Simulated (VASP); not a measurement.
Here is a VASP 6.6.1 calculation.

The input INCAR:

```
SYSTEM = TePb
ALGO = Normal ; EDIFF = 1E-8
ENCUT = 520 ; GGA = PS
ISIF = 2 ; ISMEAR = -1
LASPH = .TRUE. ; LCHARG = .FALSE.
LEFG = .TRUE. ; LREAL = .FALSE.
LWAVE = .FALSE. ; NBANDS = 17
NELM = 100 ; PREC = Accurate
SIGMA = 0.03
```

File KPOINTS:

```
k-points
0
G
  10 10 10
  0 0 0
```

File POSCAR:

```
TePb
1.0
   -0.0322700000      3.2108650000      3.2108650000
    3.2108650000     -0.0322700000      3.2108650000
    3.2108650000      3.2108650000     -0.0322700000
Te Pb
1 1
Direct
    0.5000000000      0.5000000000      0.5000000000
    0.0000000000      0.0000000000      0.0000000000
```

Potentials or basis: VASP PAW PBE potentials, release 64 (Te, Pb_d).

Run with:

```sh
$ cat potpaw_PBE.64/Te/POTCAR potpaw_PBE.64/Pb_d/POTCAR > POTCAR
$ mpirun -np 1 vasp_std > vasp.out
```

Problem. Estimate the band gap on the k mesh.

Solution. 0.56 eV (least direct gap 0.66 eV).

Problem. Predict the pressure.

Solution. -0.3 GPa.

Stress tensor (GPa, compression positive):
```
-0.25  0.15  0.15
 0.15 -0.25  0.15
 0.15  0.15 -0.25
```

Caveat: the cell differs from its parent crystal (equal xy, yz and zx shear strains of -1 %); without QUAD_EFG the Cq values of the log hold for a quadrupole moment of 1 mb, not for the nuclei; the PAW data sets were made with another functional, which shifts forces and pressure a little; spin-orbit coupling is left out, which moves the levels of the heavy elements. A k mesh can miss the band edges.
